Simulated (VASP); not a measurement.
# Ni2Ge in VASP: notebook, part 2 of 2

VASP 6.6.1. The steps go on from the part before.

### Step 3. Single point, PBEsol, collinear spin, ferromagnetic start

This run uses another cell than the first one, of 11.49 Å³/atom.

INCAR

```
PREC     = Accurate       # precision mode
ENCUT    = 520            # plane-wave cutoff, eV
EDIFF    = 1E-6           # SCF threshold, eV
ISMEAR   = 0              # smearing method
SIGMA    = 0.1            # smearing width, eV
LREAL    = F              # projectors in reciprocal space
LASPH    = T              # aspherical terms in the spheres
NELM     = 150            # most SCF steps
ALGO     = Normal         # electronic algorithm
ISIF     = 2              # what is computed and relaxed
LWAVE    = F              # write WAVECAR
LCHARG   = T              # write CHGCAR
ISPIN    = 2              # spin polarisation
MAGMOM   = 2 2 2 2 0 0    # initial moments
LORBIT   = 11             # projections on sites
LMAXMIX  = 4              # l up to which the mixer works
GGA      = PS             # functional
LELF     = T              # ELF
LVHAR    = T            
NBANDS   = 47             # bands
```

KPOINTS

```
Automatic mesh
0
Gamma
  6 6 4
```

POSCAR

```
Ni2Ge
1.0
    3.9798102787      0.0000000000      0.0000000000
   -1.9899051393      3.4466168036      0.0000000000
    0.0000000000      0.0000000000      5.0238781100
Ni Ge
4 2
Direct
    0.6666666700      0.3333333300      0.2500000000
    0.3333333300      0.6666666700      0.7500000000
    0.0000000000      0.0000000000      0.0000000000
    0.0000000000      0.0000000000      0.5000000000
    0.6666666700      0.3333333300      0.7500000000
    0.3333333300      0.6666666700      0.2500000000
```

Potentials or basis: VASP PAW PBE potentials, release 64 (Ni, Ge_d).

On the command line:

```
cat potpaw_PBE.64/Ni/POTCAR potpaw_PBE.64/Ge_d/POTCAR > POTCAR
mpirun -np 1 vasp_std > vasp.out
```

It took 4.7 min on 1 thread of Intel Xeon 8259CL, shared host; peak memory 0.27 GiB.

The run converged. Its results:

| Quantity | Value |
| --- | --- |
| Free energy | -36.5088 eV |
| Pressure | -1.0 GPa |
| Band gap on the k mesh | zero (filled and empty bands overlap) |
| Net moment | 0.00 μB per cell |
| Valence electrons inside the program's atomic spheres | Ni 9.56, 9.34 (each value once); Ge 12.49 |

Levels at points of the mesh, in eV from the Fermi level:
Spin up:
```
           k point  band 30  band 31  band 32  band 33  band 34  band 35  band 36  band 37  band 38  band 39
(0.00, 0.00, 0.00)    -1.05    -0.56    -0.56     0.17     2.19     2.75     2.75     2.92     2.92     3.21
(0.50, 0.00, 0.00)    -1.28    -1.17    -1.13    -0.95    -0.62    -0.48     0.70     1.79     3.07     3.58
(0.00, 0.00, 0.50)    -1.10    -1.10    -1.10     1.44     1.44     3.27     3.27     3.27     3.27     4.45
(0.50, 0.00, 0.50)    -1.45    -1.17    -1.17    -0.82    -0.82     0.93     0.93     2.56     2.56     6.09
```
Spin down:
```csv
k point,band 31,band 32,band 33,band 34,band 35,band 36,band 37,band 38
"(0.00, 0.00, 0.00)",-0.56,-0.56,0.17,2.19,2.75,2.75,2.92,2.92
"(0.50, 0.00, 0.00)",-1.17,-1.13,-0.95,-0.62,-0.48,0.70,1.79,3.07
"(0.00, 0.00, 0.50)",-1.10,-1.10,1.44,1.44,3.27,3.27,3.27,3.27
"(0.50, 0.00, 0.50)",-1.16,-1.16,-0.82,-0.82,0.93,0.93,2.56,2.56
```

Caveat: the PAW data sets were made with another functional, which shifts forces and pressure a little.

### Step 4. Single point, PBEsol (uniaxial strain along a: -1.0 %)

INCAR

```
SYSTEM = Ni2Ge
PREC = Accurate
ENCUT = 520
EDIFF = 1E-6
ISMEAR = 0
SIGMA = 0.1
LREAL = .False.
LASPH = .True.
NELM = 100
ALGO = Fast
ISIF = 2
LWAVE = .False.
LCHARG = .True.
GGA = PS
LELF = .True.
LVHAR = .True.
NBANDS = 43
```

KPOINTS

```
Automatic mesh
0
Gamma
  12 12 8
  0 0 0
```

POSCAR

```
Ni2Ge
1.0
    3.9322432118      0.0000000000      0.0000000000
   -1.9661216059      3.4484202744      0.0000000000
    0.0000000000      0.0000000000      5.0265945782
Ni Ge
4 2
Direct
    0.6666666667      0.3333333333      0.2500000000
    0.3333333333      0.6666666667      0.7500000000
    0.0000000000      0.0000000000      0.0000000000
    0.0000000000      0.0000000000      0.5000000000
    0.6666666667      0.3333333333      0.7500000000
    0.3333333333      0.6666666667      0.2500000000
```

On the command line:

```
cat potpaw_PBE.64/Ni/POTCAR potpaw_PBE.64/Ge_d/POTCAR > POTCAR
mpirun -np 1 vasp_std > vasp.out
```

Wall time 25 min (1 thread of Intel Xeon 8259CL, shared host); peak memory 0.56 GiB.

The run converged. Its results:

```
Free energy            : -36.4745 eV
Pressure               : 1.3 GPa
Largest force          : 0.132 eV/Å
Band gap on the k mesh : zero (bands 34 and 35 overlap by 2.85 eV)
```

Forces in eV/Å, atoms in the order of the input:
```
Ni   0.000 -0.071  0.000
Ni   0.000  0.071  0.000
Ni   0.000  0.000  0.000
Ni   0.000  0.000  0.000
Ge   0.000 -0.132  0.000
Ge   0.000  0.132  0.000
```

Stress tensor (GPa, compression positive):
```
3.00 0.00 0.00
0.00 0.71 0.00
0.00 0.00 0.05
```

Levels at points of the mesh, in eV from the Fermi level:
```
           k point  band 32  band 33  band 34  band 35  band 36  band 37
(0.00, 0.00, 0.00)    -0.60     0.12     2.24     2.74     2.80     2.94
(0.50, 0.00, 0.00)    -1.19    -0.99    -0.66    -0.53     0.71     1.79
(0.00, 0.50, 0.00)    -1.16    -1.01    -0.65    -0.54     0.67     1.78
(0.00, 0.00, 0.50)    -1.14     1.46     1.46     3.26     3.26     3.32
(0.50, 0.00, 0.50)    -1.22    -0.86    -0.86     0.89     0.89     2.55
(0.00, 0.50, 0.50)    -1.21    -0.88    -0.88     0.95     0.95     2.69
```

Caveat: the cell differs from its parent crystal (uniaxial strain along a: -1.0 %); the PAW data sets were made with another functional, which shifts forces and pressure a little. Spin polarisation is off, so any magnetic state and its effect on volume and gap are missing.

### Step 5. Single point, PBEsol (biaxial strain in the a-b plane: -3.0 %)

INCAR

```
SYSTEM = Ni2Ge
PREC     = Accurate       ! precision mode
ENCUT    = 520            ! plane-wave cutoff, eV
EDIFF    = 1E-7           ! SCF threshold, eV
ISMEAR   = 0              ! smearing method
SIGMA    = 0.1            ! smearing width, eV
LREAL    = .False.        ! projectors in reciprocal space
LASPH    = .True.         ! aspherical terms in the spheres
NELM     = 60             ! most SCF steps
ALGO     = Fast           ! electronic algorithm
ISIF     = 2              ! what is computed and relaxed
LWAVE    = .False.        ! write WAVECAR
LCHARG   = .True.         ! write CHGCAR
GGA      = PS             ! functional
LELF     = .True.         ! ELF
LVHAR    = .True.       
NBANDS   = 43             ! bands
```

KPOINTS

```
regular mesh
0
Gamma
  12 12 8
  0 0 0
```

POSCAR, as its differences from that of step 4:

```diff
@@ -2,5 +2,5 @@
 1.0
-    3.9322432118      0.0000000000      0.0000000000
-   -1.9661216059      3.4484202744      0.0000000000
-    0.0000000000      0.0000000000      5.0265945782
+    3.8528039552      0.0000000000      0.0000000000
+   -1.9264019776      3.3366261010      0.0000000000
+    0.0000000000      0.0000000000      5.1043125001
 Ni Ge
```

On the command line:

```
cat potpaw_PBE.64/Ni/POTCAR potpaw_PBE.64/Ge_d/POTCAR > POTCAR
mpirun -np 1 vasp_std > vasp.out
```

Run time: 3.4 min. Hardware: 1 thread of Intel Xeon 6975P-C (Granite Rapids), shared host; peak memory 0.33 GiB.

The run converged. Its results:

| Property | Result |
| --- | --- |
| Free energy | -36.2855 eV |
| Pressure | 11.7 GPa |
| Band gap on the k mesh | zero (bands 34 and 35 overlap by 3.47 eV) |

Stress tensor (GPa, compression positive):
```
16.42  0.00  0.00
 0.00 16.42  0.00
 0.00  0.00  2.38
```

Levels at points of the mesh, in eV from the Fermi level:
| k point | band 31 | band 32 | band 33 | band 34 | band 35 | band 36 | band 37 | band 38 |
| --- | --- | --- | --- | --- | --- | --- | --- | --- |
| (0.00, 0.00, 0.00) | -0.61 | -0.61 | 0.00 | 2.81 | 3.13 | 3.13 | 3.32 | 3.32 |
| (0.50, 0.00, 0.00) | -1.44 | -1.22 | -1.04 | -0.69 | -0.61 | 0.77 | 1.91 | 3.51 |
| (0.00, 0.00, 0.50) | -1.20 | -1.20 | 1.60 | 1.60 | 3.58 | 3.58 | 3.58 | 3.58 |
| (0.50, 0.00, 0.50) | -1.27 | -1.27 | -0.94 | -0.94 | 0.97 | 0.97 | 2.94 | 2.94 |

Caveat: the cell differs from its parent crystal (biaxial strain in the a-b plane: -3.0 %); the cell stands under pressure; the PAW data sets were made with another functional, which shifts forces and pressure a little.

### Step 6. Single point, PBEsol (biaxial strain in the a-b plane: -3.0 %, then relaxed in part)

INCAR

```
SYSTEM = Ni2Ge
PREC = Accurate
ENCUT = 520
EDIFF = 1E-7
ISMEAR = 0
SIGMA = 0.1
LREAL = .False.
LASPH = .True.
NELM = 100
ALGO = Fast
ISIF = 2
LWAVE = .False.
LCHARG = .False.
GGA = PS
NBANDS = 43
```

KPOINTS

```
Automatic mesh
0
Gamma
  12 12 8
  0 0 0
```

POSCAR, as its differences from that of step 5:

```diff
@@ -4,3 +4,3 @@
    -1.9264019776      3.3366261010      0.0000000000
-    0.0000000000      0.0000000000      5.1043125001
+    0.0000000000      0.0000000000      5.1438096991
 Ni Ge
```

Potentials or basis: VASP PAW PBE potentials, release 64 (Ni, Ge_d).

On the command line:

```
cat potpaw_PBE.64/Ni/POTCAR potpaw_PBE.64/Ge_d/POTCAR > POTCAR
mpirun -np 1 vasp_std > vasp.out
```

Run time: 3.7 min. Hardware: 1 thread of Intel Xeon 6975P-C (Granite Rapids), shared host; peak memory 0.33 GiB.

Results (log left out):

- Free energy: -36.2898 eV
- Pressure: 10.2 GPa
- Band gap on the k mesh: zero (bands 34 and 35 overlap by 3.51 eV)

Stress tensor (GPa, compression positive):
```
15.23  0.00  0.00
 0.00 15.23  0.00
 0.00  0.00  0.12
```

Levels at points of the mesh, in eV from the Fermi level:
```
           k point  band 30  band 31  band 32  band 33  band 34  band 35  band 36  band 37  band 38  band 39
(0.00, 0.00, 0.00)    -1.18    -0.59    -0.59    -0.02     2.85     3.15     3.15     3.35     3.35     3.42
(0.50, 0.00, 0.00)    -1.45    -1.43    -1.20    -1.03    -0.68    -0.61     0.74     1.91     3.53     3.63
(0.00, 0.00, 0.50)    -1.18    -1.18    -1.18     1.55     1.55     3.59     3.59     3.59     3.59     4.40
(0.50, 0.00, 0.50)    -1.57    -1.25    -1.25    -0.93    -0.93     0.97     0.97     2.94     2.94     5.83
```

Caveat: the cell differs from its parent crystal (biaxial strain in the a-b plane: -3.0 %, then relaxed in part); the cell stands under pressure; the PAW data sets were made with another functional, which shifts forces and pressure a little. Spin polarisation is off, so any magnetic state and its effect on volume and gap are missing.

### Step 7. Overview

| cell | further INCAR settings | gap on the mesh (eV) | pressure (GPa) |
| --- | --- | --- | --- |
| a = 3.972, b = 3.972, c = 5.014 Å, angles 90.0, 90.0, 120.0°, 6 atoms | ALGO = Fast; EDIFF = 1e-06; NBANDS = 43 | none | 0.0 |
| a = 3.932, b = 3.970, c = 5.027 Å, angles 90.0, 90.0, 119.7°, 6 atoms | ALGO = Fast; EDIFF = 1e-06; NBANDS = 43 | none | 1.3 |
| a = 3.853, b = 3.853, c = 5.104 Å, angles 90.0, 90.0, 120.0°, 6 atoms | ALGO = Fast; EDIFF = 1e-07; NBANDS = 43 | none | 11.7 |
| a = 3.853, b = 3.853, c = 5.144 Å, angles 90.0, 90.0, 120.0°, 6 atoms | ALGO = Fast; EDIFF = 1e-07; NBANDS = 43 | none | 10.2 |

Alike in all rows: task single point; level PBEsol; potentials or basis VASP PAW PBE potentials, release 64 (Ni, Ge_d); no spin polarisation; k mesh 12 × 12 × 8; cutoff (eV) 520; smearing gaussian 0.1 eV.

Caveats: the PAW data sets were made with another functional, which shifts forces and pressure a little; the cell stands under pressure (at least some runs).

Absolute energies hang on the potentials; compare differences alone.
